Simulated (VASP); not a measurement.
Here is a VASP 6.6.1 calculation.

POSCAR

```
GaP
1.0
    0.0000000000      2.5923998101      2.5923998101
    2.5923998101      0.0000000000      2.5923998101
    2.5923998101      2.5923998101      0.0000000000
Ga P
1 1
Direct
    0.0000000000      0.0000000000      0.0000000000
    0.2500000000      0.2500000000      0.2500000000
```

INCAR.step1

```
PREC     = Accurate       # precision mode
ENCUT    = 520            # plane-wave cutoff, eV
EDIFF    = 1E-5           # SCF threshold, eV
ISMEAR   = 0              # smearing method
SIGMA    = 0.01           # smearing width, eV
LREAL    = False          # projectors in reciprocal space
LASPH    = True           # aspherical terms in the spheres
NELM     = 80             # most SCF steps
ALGO     = Normal         # electronic algorithm
ISIF     = 2              # what is computed and relaxed
LWAVE    = True           # write WAVECAR
LCHARG   = False          # write CHGCAR
GGA      = PE             # functional
NBANDS   = 16             # bands
```

Contents of INCAR.step2:

```
PREC     = Accurate       # precision mode
ENCUT    = 520            # plane-wave cutoff, eV
EDIFF    = 1E-6           # SCF threshold, eV
ISMEAR   = 0              # smearing method
SIGMA    = 0.01           # smearing width, eV
LREAL    = False          # projectors in reciprocal space
LASPH    = True           # aspherical terms in the spheres
NELM     = 80             # most SCF steps
ALGO     = Normal         # electronic algorithm
ISIF     = 2              # what is computed and relaxed
LWAVE    = False          # write WAVECAR
LCHARG   = False          # write CHGCAR
GGA      = PE             # functional
LHFCALC  = True           # exact exchange
HFSCREEN = 0.2079         # screening, 1/A
PRECFOCK = Normal       
ISTART   = 1            
NBANDS   = 16             # bands
```

KPOINTS

```
Automatic mesh
0
Gamma
  6 6 6
```

Potentials or basis: VASP PAW PBE potentials, release 64 (Ga_d, P).

Launch:

```console
$ cat potpaw_PBE.64/Ga_d/POTCAR potpaw_PBE.64/P/POTCAR > POTCAR
$ cp INCAR.step1 INCAR
$ mpirun -np 1 vasp_std > vasp.out
$ cp INCAR.step2 INCAR
$ mpirun -np 1 vasp_std > vasp.out
```

Problem. Estimate the pressure.

Solution. 19.1 GPa.

Problem. Estimate the band gap on the k mesh.

Solution. 1.94 eV (least direct gap 4.17 eV).

Caveat: the cell differs from its parent crystal (strain -4.9%); the cell stands under pressure; the PAW data sets were made with another functional, which shifts forces and pressure a little. A k mesh can miss the band edges.
